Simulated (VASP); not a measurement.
A run of VASP 6.6.1:

Contents of INCAR:

```
SYSTEM = N
PREC = Accurate
ENCUT = 600
EDIFF = 1E-6
ISMEAR = 1
SIGMA = 0.01
LREAL = .False.
LASPH = .True.
NELM = 120
ALGO = Normal
ISIF = 2
LWAVE = .False.
LCHARG = .False.
GGA = PS
IVDW = 13
NBANDS = 18
GGA_COMPAT = .False.
```

Contents of KPOINTS:

```
regular mesh
0
Gamma
  3 3 3
  0 0 0
```

The input POSCAR:

```
N
1.0
    5.6054090000      0.0000000000      0.0000000000
    0.0000000000      5.6054090000      0.0000000000
    0.0000000000      0.0000000000      5.6054090000
N
4
Direct
    0.4767900000      0.9767900000      0.5232100000
    0.0232100000      0.0232100000      0.0232100000
    0.5232100000      0.4767900000      0.9767900000
    0.9767900000      0.5232100000      0.4767900000
```

Potentials or basis: VASP PAW PBE potentials, release 64 (N).

The run is started by

```bash
$ cat potpaw_PBE.64/N/POTCAR > POTCAR
$ mpirun -np 1 vasp_std > vasp.out
```

Hardware: 1 thread of Intel(R) Xeon(R) Platinum 8488C (Sapphire Rapids) (shared host).

**Question.** Estimate the wall time of this run.

**Answer.** It took 13 s on 1 thread of Intel(R) Xeon(R) Platinum 8488C (Sapphire Rapids), on a shared host, peak memory 0.29 GiB. Counts: scf iterations 12, k points 4.
